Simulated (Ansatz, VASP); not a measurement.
# PbSe in VASP and in Ansatz

File POSCAR:

```
PbSe
1.0
    0.0000000000      3.0809197960      3.0809197960
    3.0809197960      0.0000000000      3.0809197960
    3.0809197960      3.0809197960      0.0000000000
Pb Se
1 1
Direct
    0.0000000000      0.0000000000      0.0000000000
    0.5000000000      0.5000000000      0.5000000000
```

INCAR.step1

```
SYSTEM = PbSe
PREC = Accurate
ENCUT = 520
ISMEAR = -1
SIGMA = 0.05
LREAL = .FALSE.
LASPH = .TRUE.
NELM = 100
NBANDS = 17
GGA = PE
ALGO = Normal
EDIFF = 1E-4
LWAVE = .TRUE.
LCHARG = .FALSE.
```

Contents of INCAR.step2:

```
SYSTEM = PbSe
PREC = Accurate
ENCUT = 520
EDIFF = 1E-6
ISMEAR = -1
SIGMA = 0.05
LREAL = .FALSE.
LASPH = .TRUE.
NELM = 100
ALGO = Normal
ISIF = 2
LWAVE = .FALSE.
LCHARG = .FALSE.
METAGGA = R2SCAN
LMIXTAU = .TRUE.
LUSE_VDW = .TRUE.
IVDW_NL = 2
BPARAM = 11.95
CPARAM = 0.0093
NBANDS = 17
ISTART = 1
```

Contents of KPOINTS:

```
regular mesh
0
G
  8 8 8
  0 0 0
```

File input.yaml:

```yaml
crystal:
  lattice:
    - [0.0, 3.080919796, 3.080919796]
    - [3.080919796, 0.0, 3.080919796]
    - [3.080919796, 3.080919796, 0.0]
  atoms:
    - { symbol: Pb, position: [0.0, 0.0, 0.0] }
    - { symbol: Se, position: [0.5, 0.5, 0.5] }
hamiltonian:
  xc: r2scan
  pseudopotentials: { kind: paw }
  dispersion: rvv10
kpoints:
  mp_grid: { grid: [8, 8, 8] }
scf:
  occupations: { method: fermi_dirac, width: 0.05 }
output:
  forces: true
  stress: true
  eigenvalues: true
  write_density: true
  write_potential: true
  elf: true
  volumetric_format: npy
```

Alike in both runs: task single point; functional r2SCAN; dispersion rVV10; k mesh 8 × 8 × 8; occupations fermi-dirac, width 0.05 eV; no spin polarisation.

|  | VASP | Ansatz |
| --- | --- | --- |
| version | VASP 6.6.1 | Ansatz 0.2.0 |
| potentials or method | VASP PAW PBE potentials, release 64 (Pb_d, Se) | Ansatz PAW |
| plane-wave cutoff (eV) | 520 | 500 |
| valence electrons in the cell | 20 | 30 |

VASP gave:

* gap on the k mesh at the Fermi level (eV): 0.61
* least direct gap on the mesh (eV): 0.61
* pressure (GPa): -0.4

Q: What did Ansatz give for the same quantities?

A: gap on the k mesh at the Fermi level (eV): 0.60; least direct gap on the mesh (eV): 0.60; pressure (GPa): -0.6.

VASP's potentials were made for PBE, not for r2SCAN. VASP's potentials hold 20 valence electrons a cell and Ansatz's 30, so a difference there can come from the potentials and not from the codes.

Neither program's run includes spin-orbit coupling.
